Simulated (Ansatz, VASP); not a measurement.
**One calculation of Cu, two programs**

```
Cu
1.0
     4.15236    0.00000    0.00000
    -2.07618    3.59605    0.00000
     0.00000    0.00000    2.49281
Cu
3
Direct
  0.00000 0.00000 0.00000
  0.33333 0.66667 0.50000
  0.66667 0.33333 0.50000
```

Alike in both runs: task single point; functional LDA; k mesh 10 × 10 × 15; occupations fermi-dirac, width 0.1 eV; no spin polarisation.

|  | VASP | Ansatz |
| --- | --- | --- |
| version | VASP 6.6.1 | Ansatz 0.2.0 |
| potentials or method | VASP PAW LDA potentials, release 64 (Cu), cutoff 520 eV | plane waves (420 eV) with PAW, scalar-relativistic |
| valence electrons in the cell | 33 | 57 |

|  | VASP | Ansatz | Ansatz less VASP |
| --- | --- | --- | --- |
| pressure (GPa) | -14.4 | -15.4 | -0.99 |
| traceless stress, the component that is largest in VASP (GPa) | 0.17 | 0.22 | +0.048 |

Ansatz warns that its potentials were made for another functional, while VASP's fit it. LDA's correlation is that of Perdew and Zunger in VASP and of Perdew and Wang (1992) in Ansatz. VASP's potentials hold 33 valence electrons a cell and Ansatz's 57, so a difference there can come from the potentials and not from the codes.
